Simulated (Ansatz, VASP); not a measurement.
## Bi: VASP beside Ansatz

INCAR

```
AGGAC = 1.0
AGGAX = 1.0
ALDAC = 0.0
ALDAX = 1.0
ALGO = Normal
EDIFF = 1E-6
ENCUT = 520
GGA = B5
ISIF = 2
ISMEAR = -1
LASPH = T
LCHARG = T
LELF = T
LREAL = F
LVHAR = T
LWAVE = F
NBANDS = 14
NELM = 60
PREC = Accurate
SIGMA = 0.1
```

The input KPOINTS:

```
k-points
0
Gamma
  11 11 11
```

Contents of POSCAR:

```
Bi
1.0
    3.4876664586      0.0000000000      0.0000000000
    0.0000000000      3.4876664586      0.0000000000
    0.0000000000      0.0000000000      3.4876664586
Bi
1
Direct
    0.0000000000      0.0000000000      0.0000000000
```

Input for Ansatz:

```yaml
crystal:
  lattice:
    - [3.4876664586, 0.0, 0.0]
    - [0.0, 3.4876664586, 0.0]
    - [0.0, 0.0, 3.4876664586]
  atoms:
    - { symbol: Bi, position: [0.0, 0.0, 0.0] }
hamiltonian:
  xc: blyp
  pseudopotentials:
    kind: paw
    azcp:
      Bi: "pseudopotentials/Bi.paw.azcp"
basis:
  ecutwfc: 420
  fft_grid_basis: typed
kpoints:
  mp_grid: { grid: [11, 11, 11], shift: [0, 0, 0] }
magnetization:
  spin_polarized: false
scf:
  occupations: { method: fermi_dirac, width: 0.1 }
  lower_state_search: "off"
output:
  stress: true
```

Alike in both runs: task single point; functional BLYP; k mesh 11 × 11 × 11; occupations fermi-dirac, width 0.1 eV; no spin polarisation.

|  | VASP | Ansatz |
| --- | --- | --- |
| version | VASP 6.6.1 | Ansatz 0.2.0 |
| potentials or method | VASP PAW PBE potentials, release 64 (Bi_d), cutoff 520 eV | plane waves (420 eV) with PAW, scalar-relativistic |
| valence electrons in the cell | 15 | 15 |

```tsv
	VASP	Ansatz	Ansatz less VASP
pressure (GPa)	-3.2	-3.2	-0.02
```

VASP's potentials were made for PBE, not for BLYP.

Spin-orbit coupling is off throughout.
